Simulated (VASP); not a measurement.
# RbCl: electric field gradients with PBEsol

RbCl:

```
Rb Cl
1.0
     0.00000    3.25203    3.25203
     3.25203    0.00000    3.25203
     3.25203    3.25203    0.00000
Rb Cl
1 1
Direct
  0.00000 0.00000 0.00000
  0.50000 0.50000 0.50000
```

This cell differs from its parent crystal: volume scaled by 0.98.

```
Program                : VASP 6.6.1
Task                   : electric field gradients
Functional             : PBEsol
Potentials or basis    : VASP PAW PBE potentials, release 64 (Rb_sv, Cl)
Cutoff                 : 400 eV
k mesh                 : 7 × 7 × 7
Occupations            : fermi-dirac, width 0.02 eV
Spin                   : no spin polarisation
Dipole correction      : no
Further INCAR settings : ALGO = Normal; EDIFF = 1e-08; NBANDS = 15
```

```
Pressure               : 0.3 GPa
Band gap on the k mesh : 4.95 eV, direct
```

Levels at points of the mesh, in eV from the valence-band top:
```csv
k point,band 4,band 5,band 6,band 7,band 8,band 9,band 10,band 11,band 12,band 13
"(0.00, 0.00, 0.00)",-7.85,-7.85,0.00,0.00,0.00,4.95,7.92,7.92,7.92,8.93
```

It took 29 s on 1 thread of Intel Xeon 8259CL (shared host), peak memory 0.17 GiB.

Caveat: without QUAD_EFG the Cq values of the log hold for a quadrupole moment of 1 mb, not for the nuclei; the PAW data sets were made with another functional, which shifts forces and pressure a little. A k mesh can miss the band edges.
